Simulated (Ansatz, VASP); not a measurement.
## Zr in VASP and in Ansatz

```
Zr
1.0
     3.28048    0.00000    0.00000
    -1.64024    2.84098    0.00000
     0.00000    0.00000    5.06980
Zr
2
Direct
  0.33333 0.66667 0.25000
  0.66667 0.33333 0.75000
```

Change from the starting cell: strain +0.015 along x and y, -0.015 along z, atoms carried along.

Alike in both runs: task single point; functional PBEsol; k mesh 18 × 18 × 10; occupations gaussian, width 0.15 eV; no spin polarisation.

```csv
,VASP,Ansatz
version,VASP 6.6.1,Ansatz 0.2.0
potentials or method,"VASP PAW PBE potentials, release 64 (Zr_sv), cutoff 520 eV","scalar-relativistic, plane waves, PAW"
valence electrons in the cell,24,24
```

VASP gave:

* gap on the k mesh at the Fermi level (eV): none
* pressure (GPa): -4.4
* traceless stress, the component that is largest in VASP (GPa): 1.99

Question: Which values does Ansatz return?

Answer: gap on the k mesh at the Fermi level (eV): none; pressure (GPa): -4.4; traceless stress, the component that is largest in VASP (GPa): 1.98.

VASP's potentials were made for PBE, not for PBEsol. A gap of «none» marks a metal or a gap that the smearing closes.
